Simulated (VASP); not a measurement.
Crystal: Zn.

```xyz
2
Lattice="2.6700 0.0000 0.0000 -1.3350 2.3123 0.0000 0.0000 0.0000 4.9660" Properties=species:S:1:pos:R:3 pbc="T T T"
Zn    0.0000    1.5415    1.2415
Zn    1.3350    0.7708    3.7245
```

- Program: VASP 6.6.1
- Task: relaxation of cell and atoms
- Functional: LDA
- Potentials or basis: VASP PAW LDA potentials, release 64 (Zn)
- Cutoff: 600 eV
- k mesh: 7 × 7 × 4
- Occupations: fermi-dirac, width 0.1 eV
- Spin: no spin polarisation

At the start: pressure -9.1 GPa; volume 15.33 Å³/atom.

Q: Where does the relaxation end?

A: Over 6 steps the energy falls by 53.4 meV/atom and the volume is 13.67 Å³/atom (-10.8 %); space group P6_3/mmc (No. 194, to 0.05 Å).

Step by step:
```csv
step,energy change (eV),largest force (eV/Å),pressure (GPa),volume (Å³)
1,0.0000,0.0000,-9.08,30.66
2,-0.1035,0.0000,1.26,26.96
3,-0.1061,0.0000,0.20,27.33
4,-0.1062,0.0000,-0.10,27.42
5,-0.1068,0.0000,-0.17,27.38
6,-0.1069,0.0000,-0.12,27.35
```

Final structure:
```xyz
2
Lattice="2.5682 0.0000 0.0000 -1.2841 2.2241 0.0000 0.0000 0.0000 4.7874" Properties=species:S:1:pos:R:3 pbc="T T T"
Zn    0.0000    1.4827    1.1969
Zn    1.2841    0.7414    3.5906
```

Caveat: the k points lie up to 0.40 Å⁻¹ apart in the final cell; the volume moved by -11 % from the deposited cell, more than functionals usually miss.
